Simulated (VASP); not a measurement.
Write the native input for VASP 6.6.1 that does the following.

* Task: single point
* Functional: RPBE
* Potentials or basis: VASP PAW PBE potentials, release 64 (Sr_sv)
* Cutoff: 520 eV
* k mesh: 8 × 8 × 8
* Occupations: fermi-dirac, width 0.1 eV
* Spin: no spin polarisation
* Dipole correction: no
* Further INCAR settings: ALGO = Normal; EDIFF = 1e-06; NBANDS = 11

The structure of Sr lies in POSCAR:

```
Sr
1.0
    3.9673456354      0.0000000000      0.0000000000
    0.0000000000      3.9673456354      0.0000000000
    0.0000000000      0.0000000000      3.9673456354
Sr
1
Direct
    0.0000000000      0.0000000000      0.0000000000
```

The input as run:

INCAR

```
SYSTEM = Sr
PREC     = Accurate       ! precision mode
ENCUT    = 520            ! plane-wave cutoff, eV
EDIFF    = 1E-6           ! SCF threshold, eV
ISMEAR   = -1             ! smearing method
SIGMA    = 0.1            ! smearing width, eV
LREAL    = .False.        ! projectors in reciprocal space
LASPH    = .True.         ! aspherical terms in the spheres
NELM     = 100            ! most SCF steps
ALGO     = Normal         ! electronic algorithm
ISIF     = 2              ! what is computed and relaxed
LWAVE    = .False.        ! write WAVECAR
LCHARG   = .True.         ! write CHGCAR
GGA      = RP             ! functional
LELF     = .True.         ! ELF
LVHAR    = .True.       
NBANDS   = 11             ! bands
```

KPOINTS

```
regular mesh
0
Gamma
  8 8 8
  0 0 0
```

Potentials or basis: VASP PAW PBE potentials, release 64 (Sr_sv).

Launch:

```console
$ cat potpaw_PBE.64/Sr_sv/POTCAR > POTCAR
$ mpirun -np 1 vasp_std > vasp.out
```

Results of the run:

```json
{
 "Pressure": "0.0 GPa",
 "Band gap on the k mesh": "zero (band 5 reaches 1.76 eV, above the bottom of band 6 at 0.86 eV)"
}
```

Caveat: the PAW data sets were made with another functional, which shifts forces and pressure a little.

Run time: 8 s on 1 thread of Intel(R) Xeon(R) 6975P-C (Granite Rapids) (shared host), peak memory 0.17 GiB.
